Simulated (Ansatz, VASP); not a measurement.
# KF in VASP and in Ansatz

File INCAR:

```
ALGO = Normal ; EDIFF = 1E-8
ENCUT = 520 ; GGA = PE
ISIF = 2 ; ISMEAR = -1
LASPH = True ; LCHARG = False
LEFG = True ; LREAL = False
LWAVE = False ; NBANDS = 15
NELM = 80 ; PREC = Accurate
SIGMA = 0.01
```

KPOINTS

```
k-points
0
Gamma
  9 9 9
```

POSCAR

```
KF
1.0
    0.0000000000      2.7259348808      2.7259348808
    2.7259348808      0.0000000000      2.7259348808
    2.7259348808      2.7259348808      0.0000000000
K F
1 1
Direct
    0.0000000000      0.0000000000      0.0000000000
    0.5000000000      0.5000000000      0.5000000000
```

Input for Ansatz:

```yaml
crystal:
  lattice:
    - [0.0, 2.7259348808, 2.7259348808]
    - [2.7259348808, 0.0, 2.7259348808]
    - [2.7259348808, 2.7259348808, 0.0]
  atoms:
    - { symbol: K, position: [0.0, 0.0, 0.0] }
    - { symbol: F, position: [0.5, 0.5, 0.5] }
kpoints:
  mp_grid: { grid: [9, 9, 9] }
scf:
  occupations: { method: fermi_dirac, width: 0.01 }
hamiltonian:
  xc: pbe
  pseudopotentials: { kind: paw }
output:
  forces: true
  stress: true
  eigenvalues: true
  efg: { contact_densities: true }
```

Change from the starting cell: volume scaled by 1.06, PAW files.

Alike in both runs: task electric field gradients; functional PBE; k mesh 9 × 9 × 9; occupations fermi-dirac, width 0.01 eV; no spin polarisation.

|  | VASP | Ansatz |
| --- | --- | --- |
| version | VASP 6.6.1 | Ansatz 0.2.0 |
| potentials or method | VASP PAW PBE potentials, release 64 (K_sv, F) | PAW with Ansatz's default frozen-core files, scalar-relativistic |
| plane-wave cutoff (eV) | 520 | 420 |
| valence electrons in the cell | 16 | 16 |

|  | VASP | Ansatz | Ansatz less VASP |
| --- | --- | --- | --- |
| gap on the k mesh at the Fermi level (eV) | 5.86 | 5.88 | +0.014 |
| pressure (GPa) | -0.5 | -0.5 | 0.00 |

The functional is the same, so the differences come from potentials, cutoffs and numerics.
